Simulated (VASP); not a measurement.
A run of VASP 6.6.1 is set up as follows.

Contents of INCAR:

```
PREC = Accurate
ENCUT = 520
EDIFF = 1E-6
ISMEAR = 0
SIGMA = 0.1
LREAL = F
LASPH = T
NELM = 100
ALGO = Normal
ISIF = 2
LWAVE = F
LCHARG = T
LDIPOL = T
IDIPOL = 3
DIPOL = 0.5 0.5 0.342
GGA = PE
LELF = T
LVHAR = T
LVACPOTAV = T
NBANDS = 34
```

The input KPOINTS:

```
Automatic mesh
0
Gamma
  9 7 1
```

POSCAR

```
Ti4C
1.0
    2.9076478547      0.0000000000      0.0000000000
    0.0000000000      4.1120350307      0.0000000000
    0.0000000000      0.0000000000     19.6538060989
Ti C
4 1
Direct
    0.5000000000      0.5000000000      0.2035229197
    0.0000000000      0.0000000000      0.2774945423
    0.5000000000      0.5000000000      0.3439527020
    0.0000000000      0.0000000000      0.4148716059
    0.5000000000      0.1000000000      0.4708116411
```

Potentials or basis: VASP PAW PBE potentials, release 64 (Ti_sv, C).

The run is started by

```console
$ cat potpaw_PBE.64/Ti_sv/POTCAR potpaw_PBE.64/C/POTCAR > POTCAR
$ mpirun -np 1 vasp_std > vasp.out
```

Task: What does it give for the largest force?

Result: 0.756 eV/Å.

Task: What does it give for the band gap on the k mesh?

Result: Zero (bands 26 and 27 overlap by 0.23 eV).

Forces on the atoms (eV/Å):
```
Ti   0.000 -0.025  0.282
Ti   0.000  0.024 -0.662
Ti   0.000 -0.332 -0.348
Ti   0.000 -0.339  0.676
C    0.000  0.672  0.052
```
